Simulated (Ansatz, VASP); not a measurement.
## WS2 in VASP and in Ansatz

The input INCAR:

```
SYSTEM = WS2
ALGO = Normal ; EDIFF = 1E-6
ENCUT = 520 ; GGA = PS
ISIF = 2 ; ISMEAR = 0
LASPH = .TRUE. ; LCHARG = .FALSE.
LREAL = .FALSE. ; LWAVE = .FALSE.
NBANDS = 20 ; NELM = 80
PREC = Accurate ; SIGMA = 0.02
```

File KPOINTS:

```
k-points
0
G
  12 12 12
  0 0 0
```

The input POSCAR:

```
WS2
1.0
    1.5678684316      0.9052092610      6.3047784235
   -1.5678684316      0.9052092610      6.3047784235
    0.0000000000     -1.8104185220      6.3047784235
W S
1 2
Direct
    0.0012802669      0.0012802669      0.0012802669
    0.7513089404      0.7513089404      0.7513089404
    0.5787107927      0.5787107927      0.5787107927
```

Input for Ansatz:

```yaml
crystal:
  lattice:
    - [1.5678684316, 0.905209261, 6.3047784235]
    - [-1.5678684316, 0.905209261, 6.3047784235]
    - [0.0, -1.810418522, 6.3047784235]
  atoms:
    - { symbol: W, position: [0.0012802669, 0.0012802669, 0.0012802669] }
    - { symbol: S, position: [0.7513089404, 0.7513089404, 0.7513089404] }
    - { symbol: S, position: [0.5787107927, 0.5787107927, 0.5787107927] }
basis:
  ecutwfc: 420
kpoints:
  mp_grid: { grid: [12, 12, 12] }
hamiltonian:
  xc: pbesol
scf:
  occupations: { method: gaussian, width: 0.02 }
output:
  forces: true
  stress: true
  eigenvalues: true
  populations: true
```

Alike in both runs: task single point; functional PBEsol; k mesh 12 × 12 × 12; occupations gaussian, width 0.02 eV; no spin polarisation.

```csv
,VASP,Ansatz
version,VASP 6.6.1,Ansatz 0.2.0
potentials or method,"VASP PAW PBE potentials, release 64 (W_sv, S), cutoff 520 eV","scalar-relativistic, plane waves, PAW"
valence electrons in the cell,26,26
```

VASP gave:

* gap on the k mesh at the Fermi level (eV): 1.01
* least direct gap on the mesh (eV): 2.14
* pressure (GPa): -5.0
* traceless stress, the component that is largest in VASP (GPa): -5.41
* rms of the force components (eV/Å): 0.827

Task: What did Ansatz give for the same quantities?

Result: gap on the k mesh at the Fermi level (eV): 1.00; least direct gap on the mesh (eV): 2.14; pressure (GPa): -5.1; traceless stress, the component that is largest in VASP (GPa): -5.44; rms of the force components (eV/Å): 0.831.

VASP's potentials were made for PBE, not for PBEsol. Atom by atom the forces differ by 0.009 eV/Å (rms over components).

Spin-orbit coupling is off throughout.
